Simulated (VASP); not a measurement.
# CdS (P3m1) in VASP: notebook, part 2 of 3

VASP 6.6.1.

### Step 4. Vibrations by perturbation theory, PBEsol

File INCAR:

```
SYSTEM = CdS
ALGO = Normal ; EDIFF = 1E-8
ENCUT = 520 ; GGA = PS
IBRION = 8 ; ISIF = 2
ISMEAR = 0 ; LASPH = .True.
LCHARG = .False. ; LEPSILON = .True.
LREAL = .False. ; LWAVE = .False.
NELM = 100 ; NSW = 1
PREC = Accurate ; SIGMA = 0.01
```

File KPOINTS:

```
k-points
0
Gamma
  5 5 4
  0 0 0
```

File POSCAR:

```
CdS
1.0
    4.2611695877      0.0000000000      0.0000000000
   -2.1305847939      3.6902811128      0.0000000000
    0.0000000000      0.0000000000      5.8041729400
Cd S
1 1
Direct
    0.0000000000      0.0000000000      0.4426919200
    0.6666666667      0.3333333333      0.4343080800
```

Potentials or basis: VASP PAW PBE potentials, release 64 (Cd, S).

Launch:

```console
> cat potpaw_PBE.64/Cd/POTCAR potpaw_PBE.64/S/POTCAR > POTCAR
> mpirun -np 1 vasp_std > vasp.out
```

OUTCAR:

```text
SYSTEM = CdS
   EDIFF = 1E-8
   ENCUT = 520
   GGA = PS
   IBRION = 8
   ISIF = 2
   ISMEAR = 0
   LASPH = .True.
   LEPSILON = .True.
   LREAL = .False.
   NELM = 100
   NSW = 1
   PREC = Accurate

 ion  position               nearest neighbor table
   1  0.000  0.000  0.443-   2 2.46   2 2.46   2 2.46
   2  0.667  0.333  0.434-   1 2.46   1 2.46   1 2.46

  LATTYP: Found a hexagonal cell.
 ALAT       =     4.2611695877
 C/A-ratio  =     1.3621079426

  Lattice vectors:

 A1 = (   4.2611695877,   0.0000000000,   0.0000000000)
 A2 = (  -2.1305847939,   3.6902811128,   0.0000000000)
 A3 = (   0.0000000000,   0.0000000000,   5.8041729400)

Analysis of symmetry for initial positions (statically):
=====================================================================
 Subroutine PRICEL returns:
 Original cell was already a primitive cell.

 Routine SETGRP: Setting up the symmetry group for a
 hexagonal supercell.

 Subroutine GETGRP returns: Found  6 space group operations
 (whereof  6 operations were pure point group operations)
 out of a pool of 24 trial point group operations.

The static configuration has the point symmetry C_3v.

Analysis of symmetry for dynamics (positions and initial velocities):
=====================================================================
 Subroutine PRICEL returns:
[... 533 lines left out ...]
  y    -2.58604     2.58604    -0.00000    -0.00000     0.12327    -0.00000
  z     0.01286     0.01286    -0.00849    -0.00000     0.00000     0.00000

 PIEZOELECTRIC TENSOR (including local field effects)  for field in x, y, z        (C/m^2)
          XX          YY          ZZ          XY          YZ          ZX
  --------------------------------------------------------------------------------
  x     0.00000    -0.00000    -0.00000    -0.45396    -0.00000     0.02164
  y    -0.45396     0.45396    -0.00000    -0.00000     0.02164    -0.00000
  z     0.00226     0.00226    -0.00149    -0.00000     0.00000     0.00000

 BORN EFFECTIVE CHARGES (including local field effects) (in |e|, cummulative output)
 ---------------------------------------------------------------------------------
 ion    1
    1     3.10809    -0.00000     0.00000
    2    -0.00000     3.10809     0.00000
    3     0.00000     0.00000     0.44716
 ion    2
    1    -3.10809     0.00000     0.00000
    2     0.00000    -3.10809    -0.00000
    3    -0.00000     0.00000    -0.44716

 INTERNAL STRAIN TENSOR FOR ION    2 for displacements in x,y,z  (eV/Angst):
          X           Y           Z          XY          YZ          ZX
  --------------------------------------------------------------------------------
  x     0.00000    -0.00000    -0.00000    -7.65639    -0.00000     0.39891
  y    -7.65639     7.65639    -0.00000    -0.00000     0.30641    -0.00000
  z     0.32765     0.32765     0.06246    -0.00000     0.00000     0.00000

 SECOND DERIVATIVES (NOT SYMMETRIZED)
 ------------------------------------
               1X          1Y          1Z          2X          2Y          2Z
  1X    -7.231547    0.000000   -0.000000    7.231547   -0.000000    0.000000
  1Y     0.000000   -7.231547    0.000000   -0.000000    7.231547    0.000000
  1Z    -0.000000    0.000000   -0.312437    0.000000    0.000000    0.312437
  2X     7.221757   -0.000000    0.000000   -7.221757    0.000000   -0.000000
  2Y    -0.000000    7.221757    0.000000    0.000000   -7.221757   -0.000000
  2Z     0.000000    0.000000    0.282194    0.000000    0.000000   -0.282194

 Eigenvectors and eigenvalues of the dynamical matrix
 ----------------------------------------------------

   1 f  =    8.412209 THz    52.855468 2PiTHz  280.601088 cm-1    34.790085 meV
             X         Y         Z           dx          dy          dz
      0.000000  0.000000  2.569460     0.270564   -0.385973   -0.000000
      2.130585  1.230094  2.520799    -0.506241    0.722178    0.000000
[... 21 lines left out ...]
   6 f/i=    0.036582 THz     0.229854 2PiTHz    1.220257 cm-1     0.151292 meV
             X         Y         Z           dx          dy          dz
      0.000000  0.000000  2.569460    -0.000000    0.000000   -0.871626
      2.130585  1.230094  2.520799     0.000000    0.000000   -0.490172

--------------------------------------------------------------------------------------------------------

 MACROSCOPIC STATIC DIELECTRIC TENSOR IONIC CONTRIBUTION
 ------------------------------------------------------
           2.650255    -0.000000     0.000000
          -0.000000     2.650255     0.000000
           0.000000     0.000000     1.331644
 ------------------------------------------------------

 ELASTIC MODULI CONTR FROM IONIC RELAXATION (kBar)
 Direction    XX          YY          ZZ          XY          YZ          ZX
 --------------------------------------------------------------------------------
 XX        -152.3620    139.7085     -1.0640      0.0000      6.3137     -0.0000
 YY         139.7085   -152.3620     -1.0640      0.0000     -6.3137      0.0000
 ZZ          -1.0640     -1.0640     -0.1789      0.0000      0.0000      0.0000
 XY           0.0000      0.0000      0.0000   -146.0352      0.0000      7.2272
 YZ           6.3137     -6.3137      0.0000      0.0000     -0.2730      0.0000
 ZX          -0.0000      0.0000      0.0000      7.2272      0.0000     -0.3577
 --------------------------------------------------------------------------------

 PIEZOELECTRIC TENSOR IONIC CONTR  for field in x, y, z        (C/m^2)
          XX          YY          ZZ          XY          YZ          ZX
  --------------------------------------------------------------------------------
  x    -0.00000     0.00000     0.00000     0.58539     0.00000    -0.02897
  y     0.58539    -0.58539     0.00000     0.00000    -0.02531     0.00000
  z    -0.08637    -0.08637    -0.01453     0.00000     0.00000    -0.00000
```

It took 4.8 min on 1 thread of Intel Xeon 6975P-C (Granite Rapids), shared host; peak memory 0.35 GiB.

Results:

| Item | Value |
| --- | --- |
| Electronic dielectric tensor (diagonal) | 7.51, 7.51, 1.85 |
| Born charges (mean of the diagonal) | Cd +2.22; S -2.22 e |
| Highest phonon frequency at Γ, LO-TO splitting left out | 281 cm⁻¹ |

Phonon frequencies in cm⁻¹ (negative: imaginary):
```
              q point        frequencies
(0.000, 0.000, 0.000)  -1 0 0 56 281 281
```

Electronic dielectric tensor:
```
7.51 0.00 0.00
0.00 7.51 0.00
0.00 0.00 1.85
```

Born effective charge tensors (e):
atom 1, Cd
```
3.11 0.00 0.00
0.00 3.11 0.00
0.00 0.00 0.45
```
atom 2, S
```
-3.11  0.00  0.00
 0.00 -3.11  0.00
 0.00  0.00 -0.45
```

Caveat: the cell wasn't relaxed at this level first, which shifts response properties.

### Step 5. Dielectric tensor, LDA

File INCAR:

```
PREC     = Accurate       # precision mode
ENCUT    = 520            # plane-wave cutoff, eV
EDIFF    = 1E-8           # SCF threshold, eV
ISMEAR   = 0              # smearing method
SIGMA    = 0.01           # smearing width, eV
LREAL    = False          # projectors in reciprocal space
LASPH    = True           # aspherical terms in the spheres
NELM     = 60             # most SCF steps
ALGO     = Normal         # electronic algorithm
ISIF     = 2              # what is computed and relaxed
LWAVE    = False          # write WAVECAR
LCHARG   = False          # write CHGCAR
LEPSILON = True           # dielectric tensor by DFPT
```

File KPOINTS:

```
regular mesh
0
Gamma
  7 7 5
```

POSCAR is that of step 4.

Potentials or basis: VASP PAW LDA potentials, release 64 (Cd, S).

Launch:

```console
> cat potpaw_LDA.64/Cd/POTCAR potpaw_LDA.64/S/POTCAR > POTCAR
> mpirun -np 1 vasp_std > vasp.out
```

OUTCAR:

```text
PREC = Accurate
   ENCUT = 520
   EDIFF = 1E-8
   ISMEAR = 0
   LREAL = False
   LASPH = True
   NELM = 60
   ISIF = 2
   LEPSILON = True

 ion  position               nearest neighbor table
   1  0.000  0.000  0.443-   2 2.46   2 2.46   2 2.46
   2  0.667  0.333  0.434-   1 2.46   1 2.46   1 2.46

  LATTYP: Found a hexagonal cell.
 ALAT       =     4.2611695877
 C/A-ratio  =     1.3621079426

  Lattice vectors:

 A1 = (   4.2611695877,   0.0000000000,   0.0000000000)
 A2 = (  -2.1305847939,   3.6902811128,   0.0000000000)
 A3 = (   0.0000000000,   0.0000000000,   5.8041729400)

Analysis of symmetry for initial positions (statically):
=====================================================================
 Subroutine PRICEL returns:
 Original cell was already a primitive cell.

 Routine SETGRP: Setting up the symmetry group for a
 hexagonal supercell.

 Subroutine GETGRP returns: Found  6 space group operations
 (whereof  6 operations were pure point group operations)
 out of a pool of 24 trial point group operations.

The static configuration has the point symmetry C_3v.

[... 598 lines left out ...]

 Free energy of the ion-electron system (eV)
  ---------------------------------------------------
  ---------------------------------------------------
  free energy    TOTEN  =        -0.24886542 eV

  energy without entropy =       -0.24886542

------------------------ aborting loop because EDIFF is reached ----------------------------------------

 PIEZOELECTRIC TENSOR FIELD DIRECTION 3  (e Angst)
 -----------------------------------------------------------------------------
     0.01266  0.00000 -0.00000           (  0.00361 -0.00000  0.00000)
    -0.00000  0.01266  0.00000           ( -0.00000  0.00361  0.00000)
     0.00000 -0.00000 -0.00858           (  0.00000  0.00000  0.00555)

 PIEZOELECTRIC TENSOR FIELD DIRECTION 3  (C/m^2)
 -----------------------------------------------------------------------------
     0.00222  0.00000 -0.00000
    -0.00000  0.00222  0.00000
     0.00000 -0.00000 -0.00151

 MACROSCOPIC STATIC DIELECTRIC TENSOR (including local field effects in DFT)
 ------------------------------------------------------
           6.547581    -0.000000     0.000000
          -0.000000     6.547581     0.000000
          -0.000000    -0.000000     1.865114
 ------------------------------------------------------

 PIEZOELECTRIC TENSOR (including local field effects)  for field in x, y, z        (e  Angst)
          XX          YY          ZZ          XY          YZ          ZX
  --------------------------------------------------------------------------------
  x     0.00000    -0.00000    -0.00000    -2.36328    -0.00000     0.11446
  y    -2.36328     2.36328     0.00000    -0.00000     0.11446    -0.00000
  z     0.01266     0.01266    -0.00858    -0.00000    -0.00000    -0.00000

 PIEZOELECTRIC TENSOR (including local field effects)  for field in x, y, z        (C/m^2)
          XX          YY          ZZ          XY          YZ          ZX
  --------------------------------------------------------------------------------
  x     0.00000    -0.00000    -0.00000    -0.41486    -0.00000     0.02009
  y    -0.41486     0.41486     0.00000    -0.00000     0.02009    -0.00000
  z     0.00222     0.00222    -0.00151    -0.00000    -0.00000    -0.00000

 BORN EFFECTIVE CHARGES (including local field effects) (in |e|, cummulative output)
 ---------------------------------------------------------------------------------
 ion    1
    1     2.86312    -0.00000     0.00000
    2    -0.00000     2.86312    -0.00000
    3     0.00000     0.00000     0.43016
 ion    2
    1    -2.86312     0.00000     0.00000
    2     0.00000    -2.86312     0.00000
    3     0.00000    -0.00000    -0.43016
```

OSZICAR:

```text
N       E                     dE             d eps       ncg     rms          rms(c)
DAV:   1     0.110543507506E+03    0.11054E+03   -0.79394E+03   832   0.115E+03
DAV:   2    -0.373527396393E+00   -0.11092E+03   -0.10573E+03   957   0.277E+02
[... 12 lines left out ...]
RMM:   8    -0.248726323992E+00   -0.11681E-02   -0.27777E-05  1160   0.272E-02    0.457E-03
RMM:   9    -0.248865654217E+00   -0.13933E-03   -0.48941E-06  1386   0.981E-03    0.160E-03
RMM:  10    -0.248863462679E+00    0.21915E-05   -0.60067E-07  1370   0.399E-03    0.526E-04
RMM:  11    -0.248866897293E+00   -0.34346E-05   -0.13116E-07  1398   0.125E-03    0.125E-04
RMM:  12    -0.248865933756E+00    0.96354E-06    0.74247E-07  1211   0.441E-04    0.623E-05
RMM:  13    -0.248865846679E+00    0.87078E-07    0.26506E-07  1121   0.166E-04    0.250E-05
RMM:  14    -0.248865416797E+00    0.42988E-06    0.14617E-07   698   0.628E-05    0.822E-06
```

stdout:

```text
POSCAR found type information on POSCAR CdS
 POSCAR found :  2 types and       2 ions
 scaLAPACK will be used
 LDA part: xc-table for (Slater(with rela. corr.)+CA(PZ))
 , standard interpolation
 POSCAR, INCAR and KPOINTS ok, starting setup
 FFT: planning ... GRIDC
 FFT: planning ... GRID_SOFT
 FFT: planning ... GRID
 WAVECAR not read
 entering main loop
 Linear response reoptimize wavefunctions to high precision
 Linear response G [H, r] |phi>, progress :
  Direction:   1
 Linear response G [H, r] |phi>, progress :
  Direction:   2
 Linear response G [H, r] |phi>, progress :
  Direction:   3
 Linear response to external field (no local field effect), progress :
  Direction:   1
 dielectric tensor                  component  1 :     7.014    -0.959    -0.013
 Linear response to external field (no local field effect), progress :
  Direction:   2
 dielectric tensor                  component  2 :    -0.959     6.625    -0.072
 Linear response to external field (no local field effect), progress :
  Direction:   3
 dielectric tensor                  component  3 :    -0.013    -0.072     2.509
 Linear response to external field, progress :
  Direction:   1
 dielectric tensor                  component  1 :     6.548    -0.000    -0.000
 Linear response to external field, progress :
  Direction:   2
 dielectric tensor                  component  2 :    -0.920     6.548     0.000
 Linear response to external field, progress :
  Direction:   3
 dielectric tensor                  component  3 :    -0.017    -0.068     1.865
 Born effective charges drift removed
```

Wall time 2.9 min (1 thread of Intel Xeon 6975P-C (Granite Rapids), shared host); peak memory 0.45 GiB.

What came out:

| Property | Result |
| --- | --- |
| Band gap on the k mesh | 1.29 eV, indirect (the least direct gap lies 3.9 meV higher) |
| Electronic dielectric tensor (diagonal) | 6.55, 6.55, 1.87 |
| Born charges (mean of the diagonal) | Cd +2.05; S -2.05 e |

Levels at points of the mesh, in eV from the valence-band top:
```csv
k point,band 6,band 7,band 8,band 9,band 10,band 11,band 12,band 13
"(0.00, 0.00, 0.00)",-6.92,-1.04,0.00,0.00,1.29,5.50,6.79,6.79
```

Electronic dielectric tensor:
```
6.55 0.00 0.00
0.00 6.55 0.00
0.00 0.00 1.87
```

Born effective charge tensors (e):
atom 1, Cd
```
2.86 0.00 0.00
0.00 2.86 0.00
0.00 0.00 0.43
```
atom 2, S
```
-2.86  0.00  0.00
 0.00 -2.86  0.00
 0.00  0.00 -0.43
```

A k mesh can miss the band edges.

(Part 2 of 3 ends here.)
